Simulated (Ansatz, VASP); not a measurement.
## P in VASP and in Ansatz

```
P
1.0
     6.06494    0.00000    0.00000
     0.00000    6.06494    0.00000
     0.00000    0.00000    6.06494
P
8
Direct
  0.50000 0.50000 0.50000
  0.00000 0.00000 0.00000
  0.25000 0.00000 0.50000
  0.50000 0.25000 0.00000
  0.50000 0.75000 0.00000
  0.75000 0.00000 0.50000
  0.00000 0.50000 0.75000
  0.00000 0.50000 0.25000
```

Alike in both runs: task relaxation of cell and atoms; functional PBEsol; k mesh 4 × 4 × 4; occupations gaussian, width 0.1 eV; no spin polarisation.

|  | VASP | Ansatz |
| --- | --- | --- |
| version | VASP 6.6.1 | Ansatz 0.2.0 |
| potentials or method | VASP PAW PBE potentials, release 64 (P), cutoff 600 eV | scalar-relativistic, plane waves, PAW |
| valence electrons in the cell | 40 | 40 |

|  | VASP | Ansatz | Ansatz less VASP |
| --- | --- | --- | --- |
| gap on the k mesh at the Fermi level, each at its own relaxed structure (eV) | none | none | - |
| relaxed volume (Å³/atom) | 13.94 | 13.91 | -0.029 |
| relaxed length of the cell vector where the two differ most in proportion (Å) | 4.813 | 4.810 | -0.0033 |

VASP's potentials were made for PBE, not for PBEsol. A gap of «none» marks a metal or a gap that the smearing closes.

Noted on VASP's run: the volume moved by over 15 % at a fixed basis, so the end points are rough; too few bands were computed for a metal, which touches its energy and stress.
